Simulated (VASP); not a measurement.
Write the native input for VASP 6.6.1 that does the following.

| Quantity | Value |
| --- | --- |
| Task | single point |
| Functional | PBEsol |
| Potentials or basis | VASP PAW PBE potentials, release 64 (Se) |
| Cutoff | 520 eV |
| k mesh | 12 × 12 × 8 |
| Occupations | gaussian, width 0.02 eV |
| Spin | no spin polarisation |
| Dipole correction | no |
| Further INCAR settings | ALGO = Normal; EDIFF = 1e-07; NBANDS = 16 |

The structure of Se lies in POSCAR:

```
Se
1.0
    3.8769301987      0.0000000000      0.0000000000
   -1.9384650994      3.3575200408      0.0000000000
    0.0000000000      0.0000000000      5.2433521770
Se
3
Direct
    0.2579861897      0.0000000000      0.1666666667
    0.0000000000      0.2579861897      0.8333333333
    0.7420138103      0.7420138103      0.5000000000
```

This cell differs from its parent crystal: biaxial strain in the a-b plane: -4.0 %, then relaxed in part.

These files were run (other wordings do the same):

INCAR

```
PREC = Accurate ; ENCUT = 520
EDIFF = 1E-7 ; ISMEAR = 0
SIGMA = 0.02 ; LREAL = False
LASPH = True ; NELM = 60
ALGO = Normal ; ISIF = 2
LWAVE = False ; LCHARG = True
GGA = PS ; LELF = True
LVHAR = True ; NBANDS = 16
```

KPOINTS

```
Automatic mesh
0
Gamma
  12 12 8
```

Potentials or basis: VASP PAW PBE potentials, release 64 (Se).

Run with:

```bash
$ cat potpaw_PBE.64/Se/POTCAR > POTCAR
$ mpirun -np 1 vasp_std > vasp.out
```

Results of the run:

| Quantity | Value |
| --- | --- |
| Pressure | 1.3 GPa |
| Largest force | 0.025 eV/Å |
| Band gap on the k mesh | 0.04 eV |

Caveat: the cell differs from its parent crystal (biaxial strain in the a-b plane: -4.0 %, then relaxed in part); semilocal functionals underestimate gaps, and a narrow one can read as zero; the PAW data sets were made with another functional, which shifts forces and pressure a little.

Run time: 2.2 min on 1 thread of Oxide Virtual Turin-like Processor, with other jobs on the host, peak memory 0.22 GiB.
